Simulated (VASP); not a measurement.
Set up this calculation in VASP 6.6.1, as the native input.

| Item | Value |
| --- | --- |
| Task | single point |
| Functional | PBEsol |
| Potentials or basis | VASP PAW PBE potentials, release 64 (B, N) |
| Cutoff | 600 eV |
| k mesh | 10 × 10 × 4 |
| Occupations | gaussian, width 0.01 eV |
| Spin | no spin polarisation |
| Dipole correction | no |
| Further INCAR settings | ALGO = Normal; EDIFF = 1e-06; NBANDS = 16 |

The structure of BN lies in POSCAR:

```
BN
1.0
    2.4801717552      0.0000000000      0.0000000000
   -1.2400858776      2.1478917458      0.0000000000
    0.0000000000      0.0000000000      5.4577389479
B N
2 2
Direct
    0.3333333333      0.6666666667      0.2500000000
    0.6666666667      0.3333333333      0.7500000000
    0.3333333333      0.6666666667      0.7500000000
    0.6666666667      0.3333333333      0.2500000000
```

These files were run (other wordings do the same):

INCAR

```
PREC = Accurate
ENCUT = 600
EDIFF = 1E-6
ISMEAR = 0
SIGMA = 0.01
LREAL = F
LASPH = T
NELM = 120
ALGO = Normal
ISIF = 2
LWAVE = F
LCHARG = F
GGA = PS
NBANDS = 16
GGA_COMPAT = F
```

KPOINTS

```
regular mesh
0
Gamma
  10 10 4
```

Potentials or basis: VASP PAW PBE potentials, release 64 (B, N).

The run is started by

```bash
$ cat potpaw_PBE.64/B/POTCAR potpaw_PBE.64/N/POTCAR > POTCAR
$ mpirun -np 1 vasp_std > vasp.out
```

It gave:

| Item | Value |
| --- | --- |
| Pressure | 15.2 GPa |
| Band gap on the k mesh | 3.85 eV (least direct gap 4.28 eV) |

Caveat: the cell stands under pressure; the PAW data sets were made with another functional, which shifts forces and pressure a little.

Run time: 35 s on 1 thread of Intel Xeon 8259CL, with other jobs on the host, peak memory 0.15 GiB.
